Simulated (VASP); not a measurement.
# ZnTe2O3 (P6/mmm) in VASP: a series of runs

Runs on ZnTe2O3. Level: PBE. Tasks: relaxation of cell and atoms, single point.

Everything below comes from runs of VASP 6.6.1. Logs are shortened: lines on timing, memory, paths and dates and some standing lists are left out, and cuts for length are marked.

## 1. The cell of the first run

The structure is hexagonal, space group P6/mmm (No. 191). Conventional cell: a = 5.722 Å, b = 5.722 Å, c = 3.381 Å, α = 90.00°, β = 90.00°, γ = 120.00°. Zn (site symmetry 6/mmm) has 6 Te at 3.30 Å and 12 O at 3.32 Å and 2 Zn at 3.38 Å within 4.3 Å. Within 3.1 Å of Te (site symmetry -6m2) lie 6 O at 2.36 Å. O (site symmetry mmm) has 4 Te at 2.36 Å and 4 O at 2.86 Å within 3.1 Å.

The cell was built from a structure type or drawn by symmetry, and may not be a known phase.

## 2. Relaxation of cell and atoms, PBE

Contents of INCAR:

```
SYSTEM = ZnTe2O3
PREC = Accurate ; ENCUT = 600
EDIFF = 1E-7 ; ISMEAR = 0
SIGMA = 0.1 ; LREAL = .FALSE.
LASPH = .TRUE. ; NELM = 80
ALGO = Normal ; ISIF = 3
LWAVE = .FALSE. ; LCHARG = .FALSE.
GGA = PE ; IBRION = 2
NSW = 90 ; EDIFFG = -0.04
```

Contents of KPOINTS:

```
regular mesh
0
G
  6 6 6
  0 0 0
```

Contents of POSCAR:

```
ZnTe2O3
1.0
    5.7221777310      0.0000000000      0.0000000000
   -2.8610888655      4.9555512800      0.0000000000
    0.0000000000      0.0000000000      3.3811947448
Zn Te O
1 2 3
Direct
    0.0000000000      0.0000000000      0.0000000000
    0.3333333333      0.6666666667      0.0000000000
    0.6666666667      0.3333333333      0.0000000000
    0.5000000000      0.0000000000      0.5000000000
    0.5000000000      0.5000000000      0.5000000000
    0.0000000000      0.5000000000      0.5000000000
```

Potentials or basis: VASP PAW PBE potentials, release 64 (Zn, Te, O).

Started as:

```
cat potpaw_PBE.64/Zn/POTCAR potpaw_PBE.64/Te/POTCAR potpaw_PBE.64/O/POTCAR > POTCAR
mpirun -np 1 vasp_std > vasp.out
```

OUTCAR:

```text
SYSTEM = ZnTe2O3
   PREC = Accurate
   ENCUT = 600
   EDIFF = 1E-7
   ISMEAR = 0
   LREAL = .FALSE.
   LASPH = .TRUE.
   NELM = 80
   ISIF = 3
   GGA = PE
   IBRION = 2
   NSW = 90
   EDIFFG = -0.04

 ion  position               nearest neighbor table
   1  0.000  0.000  0.000-   2 3.30   3 3.30   2 3.30   3 3.30   3 3.30   2 3.30
   2  0.333  0.667  0.000-   4 2.36   4 2.36   6 2.36   6 2.36   5 2.36   5 2.36   3 3.30   1 3.30
                             3 3.30   1 3.30   1 3.30   3 3.30
   3  0.667  0.333  0.000-   4 2.36   4 2.36   6 2.36   6 2.36   5 2.36   5 2.36   2 3.30   1 3.30
                             2 3.30   1 3.30   1 3.30   2 3.30
   4  0.500  0.000  0.500-   2 2.36   3 2.36   2 2.36   3 2.36
   5  0.500  0.500  0.500-   2 2.36   3 2.36   2 2.36   3 2.36
   6  0.000  0.500  0.500-   2 2.36   3 2.36   2 2.36   3 2.36

  LATTYP: Found a hexagonal cell.
 ALAT       =     5.7221777310
 C/A-ratio  =     0.5908929963

  Lattice vectors:

 A1 = (   5.7221777310,   0.0000000000,   0.0000000000)
 A2 = (  -2.8610888655,   4.9555512800,   0.0000000000)
 A3 = (   0.0000000000,   0.0000000000,   3.3811947448)

Analysis of symmetry for initial positions (statically):
=====================================================================
 Subroutine PRICEL returns:
 Original cell was already a primitive cell.

 Routine SETGRP: Setting up the symmetry group for a
 hexagonal supercell.

 Subroutine GETGRP returns: Found 24 space group operations
 (whereof 24 operations were pure point group operations)
 out of a pool of 24 trial point group operations.

The static configuration has the point symmetry D_6h.

Analysis of symmetry for dynamics (positions and initial velocities):
=====================================================================
 Subroutine PRICEL returns:
 Original cell was already a primitive cell.

 Routine SETGRP: Setting up the symmetry group for a
 hexagonal supercell.

 Subroutine GETGRP returns: Found 24 space group operations
 (whereof 24 operations were pure point group operations)
 out of a pool of 24 trial point group operations.

The dynamic configuration has the point symmetry D_6h.

 Subroutine INISYM returns: Found 24 space group operations
 (whereof 24 operations are pure point group operations),
 and found     1 'primitive' translations

----------------------------------------------------------------------------------------

                                     Primitive cell

  volume of cell :      95.8790

  direct lattice vectors                    reciprocal lattice vectors
     5.722177731  0.000000000  0.000000000     0.174758640  0.100896948  0.000000000
    -2.861088866  4.955551280  0.000000000     0.000000000  0.201793896  0.000000000
     0.000000000  0.000000000  3.381194745     0.000000000  0.000000000  0.295753447

  length of vectors
     5.722177731  5.722177731  3.381194745     0.201793896  0.201793896  0.295753447

  position of ions in fractional coordinates (direct lattice)
     0.000000000  0.000000000  0.000000000
     0.333333333  0.666666667  0.000000000
     0.666666667  0.333333333  0.000000000
     0.500000000  0.000000000  0.500000000
     0.500000000  0.500000000  0.500000000
     1.000000000  0.500000000  0.500000000

  ion indices of the primitive-cell ions
   primitive index   ion index
                 1           1
                 2           2
                 3           3
                 4           4
                 5           5
                 6           6

----------------------------------------------------------------------------------------

 KPOINTS: regular mesh

Automatic generation of k-mesh.
 Grid dimensions read from file:
 generate k-points for:    6    6    6

 Generating k-lattice:

  Cartesian coordinates                     Fractional coordinates (reciprocal lattice)
     0.029126440  0.016816158  0.000000000     0.166666667 -0.000000000  0.000000000
     0.000000000  0.033632316  0.000000000     0.000000000  0.166666667  0.000000000
     0.000000000  0.000000000  0.049292241     0.000000000  0.000000000  0.166666667

  Length of vectors
     0.033632316  0.033632316  0.049292241

  Shift w.r.t. Gamma in fractional coordinates (k-lattice)
     0.000000000  0.000000000  0.000000000

 Subroutine IBZKPT returns following result:
 ===========================================

 Found     28 irreducible k-points:

 Following reciprocal coordinates:
            Coordinates               Weight
  0.000000  0.000000  0.000000      1.000000
  0.166667  0.000000  0.000000      6.000000
  0.333333  0.000000  0.000000      6.000000
  0.500000  0.000000  0.000000      3.000000
  0.166667  0.166667  0.000000      6.000000
  0.333333  0.166667  0.000000     12.000000
[... 16 lines left out ...]
  0.166667  0.000000  0.500000      6.000000
  0.333333  0.000000  0.500000      6.000000
 [... further k-points ...]
   k-points           NKPTS =     28   k-points in BZ     NKDIM =     28   number of bands    NBANDS=     25
   number of dos      NEDOS =    301   number of ions     NIONS =      6
   total plane-waves  NPLWV =  64512
   dimension x,y,z NGX =    48 NGY =   48 NGZ =   28
   dimension x,y,z NGXF=    96 NGYF=   96 NGZF=   56
   ions per type =               1   2   3
   NGX,Y,Z   is equivalent  to a cutoff of  13.95, 13.95, 13.77 a.u.
   NGXF,Y,Z  is equivalent  to a cutoff of  27.89, 27.89, 27.53 a.u.
 SYSTEM =  ZnTe2O3
   PREC   = accura    normal or accurate (medium, high low for compatibility)
   ISTART =      0    job   : 0-new  1-cont  2-samecut
   ICHARG =      2    charge: 1-file 2-atom 10-const
   ISPIN  =      1    spin polarized calculation?
   LNONCOLLINEAR =      F non collinear calculations
   LSORBIT =      F    spin-orbit coupling
   LASPH  =      T    aspherical Exc in radial PAW
   ENCUT  =  600.0 eV  44.10 Ry    6.64 a.u.  11.43 11.43  6.75*2*pi/ulx,y,z
   NELM   =     80;   NELMIN=  2; NELMDL= -5     # of ELM steps
   EDIFF  = 0.1E-06   stopping-criterion for ELM
   LREAL  =      F    real-space projection
   EDIFFG = -.4E-01   stopping-criterion for IOM
   NSW    =     90    number of steps for IOM
   IBRION =      2    ionic relax: 0-MD 1-quasi-New 2-CG
   NFREE  =      1    steps in history (QN), initial steepest desc. (CG)
   ISIF   =      3    stress and relaxation
   ISYM   =      2    0-nonsym 1-usesym 2-fastsym
   POTIM  = 0.5000    time-step for ionic-motion
   TEBEG  =    0.0;   TEEND  =   0.0 temperature during run
   PSTRESS=    0.0 pullay stress
   NELECT =      42.0000    total number of electrons
   NUPDOWN=      -1.0000    fix difference up-down
   EMIN   =  10.00;   EMAX   =-10.00  energy-range for DOS
   EFERMI =   0.00;   METHOD = LEGACY
   ISMEAR =     0;   SIGMA  =   0.10  broadening in eV -4-tet -1-fermi 0-gaus
   EFERMI_NEDOS =   21; number of points for ismear=-14 and -15
   IALGO  =     38    algorithm
   IMIX   =      4    mixing-type and parameters
     AMIX     =   0.40;   BMIX     =  1.00
     AMIX_MAG =   1.60;   BMIX_MAG =  1.00
  volume/ion in A,a.u.               =      15.98       107.84
  Fermi-wavevector in a.u.,A,eV,Ry     =   1.243321  2.349537 21.032542  1.545848
  Thomas-Fermi vector in A             =   2.377637
   LORBIT       =      0    0 simple, 1 ext, 2 COOP (PROOUT), +10 PAW based schemes
   GGA     = PE    functional components
   LHFCALC =     F    Hartree Fock is set to
   AEXX    =    0.0000 exact exchange contribution
   IVDW    =     0    specifies the selected vdW correction
   LEPSILON=     F    determine dielectric tensor
   LRPA    =     F    only Hartree local field effects (RPA)
 conjugate gradient relaxation of ions
 non-spin polarized calculation
 Gauss-broadening in eV      SIGMA  =   0.10
  energy-cutoff  :      600.00
  volume of cell :       95.88
 maximum number of plane-waves:      3254
 NGX is ok and might be reduce to    48
   NGX = 23   NGY = 23   NGZ = 13

--------------------------------------- Ionic step        1  -------------------------------------------

 number of electron      42.0000000 magnetization

 Free energy of the ion-electron system (eV)
  ---------------------------------------------------
  ext. energy  EPLUGINS =         0.00000000
  ---------------------------------------------------
  free energy    TOTEN  =       -22.68449225 eV

  energy without entropy =      -22.67427315  energy(sigma->0) =      -22.67938270

------------------------ aborting loop because EDIFF is reached ----------------------------------------

  FORCE on cell =-STRESS in cart. coord.  units (eV):
  Direction    XX          YY          ZZ          XY          YZ          ZX
  --------------------------------------------------------------------------------------
  -------------------------------------------------------------------------------------
  Total       -0.7836112     -0.7836112     -0.0155014     -0.0000000      0.0000000     -0.0000000
  in kB      -13.0944636    -13.0944636     -0.2590355     -0.0000000      0.0000000     -0.0000000
  external PRESSURE =      -8.8159875 kB  Pullay stress =       0.0000000 kB
[... 105 lines left out ...]
  energy  without entropy=      -22.6815050531  energy(sigma->0) =      -22.68619475

--------------------------------------- Ionic step        4  -------------------------------------------

 number of electron      41.9999996 magnetization

 Free energy of the ion-electron system (eV)
  ---------------------------------------------------
  ext. energy  EPLUGINS =         0.00000000
  ---------------------------------------------------
  free energy    TOTEN  =       -22.69196092 eV

  energy without entropy =      -22.68274580  energy(sigma->0) =      -22.68735336

 E-fermi :   6.3423     XC(G=0): -10.5863

 val. band max:        6.2851625640   @ k =   0.1667   0.1667   0.3333
 cond. band min:       6.3696580743   @ k =   0.1667   0.0000   0.3333
 fundamental gap:      0.0844955103
 Fermi energy:         6.3423002615

 k-point     1 :       0.0000    0.0000    0.0000
  band No.  band energies     occupation
      1     -13.6895      2.00000
      2     -11.9487      2.00000
      3     -11.9487      2.00000
      4      -6.4269      2.00000
      5      -3.7006      2.00000
      6      -0.2283      2.00000
[... 661 lines left out ...]
     24       8.2496      0.00000
     25       8.7463      0.00000

 [... further k-points ...]

------------------------ aborting loop because EDIFF is reached ----------------------------------------

  FORCE on cell =-STRESS in cart. coord.  units (eV):
  Direction    XX          YY          ZZ          XY          YZ          ZX
  --------------------------------------------------------------------------------------
  -------------------------------------------------------------------------------------
  Total        0.0220194      0.0220194     -0.2161322      0.0000000     -0.0000000      0.0000000
  in kB        0.3737191      0.3737191     -3.6682572      0.0000000     -0.0000000      0.0000000
  external PRESSURE =      -0.9736063 kB  Pullay stress =       0.0000000 kB
[... 21 lines left out ...]
  FREE ENERGIE OF THE ION-ELECTRON SYSTEM (eV)
  ---------------------------------------------------
  free  energy   TOTEN  =       -22.6919609162 eV

  energy  without entropy=      -22.6827458029  energy(sigma->0) =      -22.68735336

 reached required accuracy - stopping structural energy minimisation
```

It took 2.2 min on 1 thread of Intel Xeon 6975P-C (Granite Rapids), shared host; peak memory 0.31 GiB.

Results:

| Item | Value |
| --- | --- |
| Free energy | -22.6920 eV |
| Relaxed volume | 15.73 Å³/atom |
| Relaxed cell | a = 5.663 Å, b = 5.663 Å, c = 3.399 Å, α = 90.00°, β = 90.00°, γ = 120.00° |
| Space group after relaxing (to 0.1 Å) | P6/mmm (No. 191) |
| Energy gained by relaxing | 1.2 meV/atom |
| Ionic steps | 4 |
| Pressure after relaxing | -0.1 GPa |
| Band gap on the k mesh | zero (bands 21 and 22 overlap by 2.48 eV) |

Stress tensor (GPa, compression positive):
```
 0.04  0.00  0.00
 0.00  0.04  0.00
 0.00  0.00 -0.37
```

The path:
| step | energy change (eV) | largest force (eV/Å) | pressure (GPa) | volume (Å³) |
| --- | --- | --- | --- | --- |
| 1 | 0.0000 | 0.0000 | -0.88 | 95.88 |
| 2 | -0.0061 | 0.0000 | 0.07 | 94.66 |
| 3 | -0.0064 | 0.0000 | 0.36 | 94.32 |
| 4 | -0.0075 | 0.0000 | -0.10 | 94.40 |

Final structure:
```
Zn Te O
1.0
     5.66317    0.00000    0.00000
    -2.83158    4.90445    0.00000
     0.00000    0.00000    3.39876
Zn Te O
1 2 3
Cartesian
  0.0000 0.0000 0.0000
  0.0000 3.2696 0.0000
  2.8316 1.6348 0.0000
  2.8316 0.0000 1.6994
  1.4158 2.4522 1.6994
  -1.4158 2.4522 1.6994
```

Caveat: spin-orbit coupling is left out, which moves the levels of the heavy elements.

## 3. Single point, PBE

This run uses another cell than the first one, of 15.93 Å³/atom.

Contents of INCAR:

```
PREC = Accurate
ENCUT = 520
EDIFF = 1E-6
ISMEAR = 0
SIGMA = 0.1
LREAL = False
LASPH = True
NELM = 80
ALGO = Normal
ISIF = 2
LWAVE = False
LCHARG = False
GGA = PE
NBANDS = 30
```

Contents of KPOINTS:

```
Automatic mesh
0
Gamma
  12 12 12
```

Edit POSCAR of step 2 so:

```diff
@@ -2,5 +2,5 @@
 1.0
-    5.7221777310      0.0000000000      0.0000000000
-   -2.8610888655      4.9555512800      0.0000000000
-    0.0000000000      0.0000000000      3.3811947448
+    5.7089914887      0.0000000000      0.0000000000
+   -2.8544957444      4.9441316592      0.0000000000
+    0.0000000000      0.0000000000      3.3862242651
 Zn Te O
```

Potentials or basis: VASP PAW PBE potentials, release 64 (Zn, Te, O).

Started as:

```
cat potpaw_PBE.64/Zn/POTCAR potpaw_PBE.64/Te/POTCAR potpaw_PBE.64/O/POTCAR > POTCAR
mpirun -np 1 vasp_std > vasp.out
```

OUTCAR:

```text
PREC = Accurate
   ENCUT = 520
   EDIFF = 1E-6
   ISMEAR = 0
   LREAL = False
   LASPH = True
   NELM = 80
   ISIF = 2
   GGA = PE

 ion  position               nearest neighbor table
   1  0.000  0.000  0.000-   2 3.30   3 3.30   3 3.30   2 3.30   3 3.30   2 3.30
   2  0.333  0.667  0.000-   6 2.36   6 2.36   4 2.36   4 2.36   5 2.36   5 2.36   3 3.30   3 3.30
                             1 3.30   1 3.30   1 3.30   3 3.30
   3  0.667  0.333  0.000-   6 2.36   6 2.36   4 2.36   4 2.36   5 2.36   5 2.36   2 3.30   2 3.30
                             1 3.30   1 3.30   1 3.30   2 3.30
   4  0.500  0.000  0.500-   2 2.36   3 2.36   2 2.36   3 2.36
[... 1002 lines left out ...]
  Total       -0.2024566     -0.2024566     -0.4466884      0.0000000      0.0000000      0.0000000
  in kB       -3.3937312     -3.3937312     -7.4877284      0.0000000      0.0000000      0.0000000
  external PRESSURE =      -4.7583969 kB  Pullay stress =       0.0000000 kB

 VOLUME and BASIS-vectors are now :
 -----------------------------------------------------------------------------
  energy-cutoff  :      520.00
  volume of cell :       95.58
      direct lattice vectors                 reciprocal lattice vectors
     5.708991489  0.000000000  0.000000000     0.175162286  0.101129993  0.000000000
    -2.854495744  4.944131659  0.000000000     0.000000000  0.202259986  0.000000000
     0.000000000  0.000000000  3.386224265     0.000000000  0.000000000  0.295314168

 POSITION                                       TOTAL-FORCE (eV/Angst)
 -----------------------------------------------------------------------------------
      0.00000      0.00000      0.00000        -0.000000      0.000000     -0.000000
     -0.00000      3.29609      0.00000        -0.000000     -0.000000     -0.000000
      2.85450      1.64804      0.00000         0.000000      0.000000      0.000000
      2.85450      0.00000      1.69311        -0.000000      0.000000     -0.000000
      1.42725      2.47207      1.69311        -0.000000      0.000000     -0.000000
     -1.42725      2.47207      1.69311        -0.000000      0.000000     -0.000000
 -----------------------------------------------------------------------------------
    total drift:                                0.000000     -0.000000     -0.000000

  FREE ENERGIE OF THE ION-ELECTRON SYSTEM (eV)
  ---------------------------------------------------
  free  energy   TOTEN  =       -22.6957101854 eV

  energy  without entropy=      -22.6844840183  energy(sigma->0) =      -22.69009710
```

OSZICAR:

```text
N       E                     dE             d eps       ncg     rms          rms(c)
DAV:   1     0.342564772915E+03    0.34256E+03   -0.19682E+04  7980   0.146E+03
DAV:   2     0.127286600483E+02   -0.32984E+03   -0.31102E+03  8944   0.350E+02
DAV:   3    -0.274402483701E+02   -0.40169E+02   -0.39039E+02  9552   0.120E+02
DAV:   4    -0.285548815743E+02   -0.11146E+01   -0.11082E+01  8666   0.215E+01
DAV:   5    -0.285701857850E+02   -0.15304E-01   -0.15302E-01  9458   0.262E+00    0.244E+01
DAV:   6    -0.232684027289E+02    0.53018E+01   -0.27691E+01 10280   0.548E+01    0.126E+01
DAV:   7    -0.227569393733E+02    0.51146E+00   -0.48553E+00  9020   0.148E+01    0.169E+01
DAV:   8    -0.228416168436E+02   -0.84677E-01   -0.28848E-01  8906   0.296E+00    0.199E+01
DAV:   9    -0.228104058064E+02    0.31211E-01   -0.10300E+00  8574   0.631E+00    0.377E+00
DAV:  10    -0.227060421781E+02    0.10436E+00   -0.18197E-01  8986   0.282E+00    0.155E+00
DAV:  11    -0.227068713748E+02   -0.82920E-03   -0.14238E-02  9030   0.667E-01    0.140E+00
DAV:  12    -0.226983957924E+02    0.84756E-02   -0.11813E-02  8944   0.715E-01    0.576E-01
DAV:  13    -0.226960558908E+02    0.23399E-02   -0.48678E-03 10376   0.441E-01    0.289E-01
DAV:  14    -0.226958013957E+02    0.25450E-03   -0.81565E-04  9084   0.178E-01    0.215E-01
DAV:  15    -0.226957086133E+02    0.92782E-04   -0.38371E-04  9440   0.120E-01    0.682E-02
DAV:  16    -0.226957121406E+02   -0.35274E-05   -0.35708E-05  9140   0.332E-02    0.760E-02
DAV:  17    -0.226957109402E+02    0.12004E-05   -0.51065E-07  5586   0.581E-03    0.361E-02
DAV:  18    -0.226957101854E+02    0.75481E-06   -0.65313E-07  5214   0.491E-03
   1 F= -.22695710E+02 E0= -.22690097E+02  d E =-.112262E-01
```

stdout:

```text
POSCAR found type information on POSCAR ZnTeO
 POSCAR found :  3 types and       6 ions
 scaLAPACK will be used
 LDA part: xc-table for (Slater+PW92), standard interpolation
 POSCAR, INCAR and KPOINTS ok, starting setup
 FFT: planning ... GRIDC
 FFT: planning ... GRID_SOFT
 FFT: planning ... GRID
 WAVECAR not read
 entering main loop
```

Wall time 2.9 min (1 thread of Intel Xeon 6975P-C (Granite Rapids), shared host); peak memory 0.47 GiB.

What came out:

| Item | Value |
| --- | --- |
| Free energy | -22.6957 eV |
| Pressure | -0.5 GPa |
| Band gap on the k mesh | zero (bands 21 and 22 overlap by 2.37 eV) |

Stress tensor (GPa, compression positive):
```
-0.34  0.00  0.00
 0.00 -0.34  0.00
 0.00  0.00 -0.75
```

Caveat: spin-orbit coupling is left out, which moves the levels of the heavy elements.
